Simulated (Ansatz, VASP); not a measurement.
## One calculation of AlN, two programs

```
Al N
1.0
     0.04615    2.00445    2.00445
     2.00445    0.04615    2.00445
     2.00445    2.00445    0.04615
Al N
1 1
Direct
  0.00000 0.00000 0.00000
  0.50000 0.50000 0.50000
```

Change from the starting cell: epitaxial_111 strain -3.0%.

Alike in both runs: task single point; functional r2SCAN; k mesh 10 × 10 × 10; no spin polarisation.

```csv
,VASP,Ansatz
version,VASP 6.6.1,Ansatz 0.2.0
potentials or method,"VASP PAW PBE potentials, release 64 (Al, N)","plane waves, PAW"
plane-wave cutoff (eV),520,500
occupations,"gaussian, width 0.01 eV",fixed
valence electrons in the cell,8,8
```

|  | VASP | Ansatz | Ansatz less VASP |
| --- | --- | --- | --- |
| gap on the k mesh at the Fermi level (eV) | 5.39 | 5.41 | +0.022 |
| pressure (GPa) | 16.8 | 17.6 | +0.81 |
| traceless stress, the component that is largest in VASP (GPa) | -8.79 | -8.78 | +0.010 |

VASP's potentials were made for PBE, not for r2SCAN.
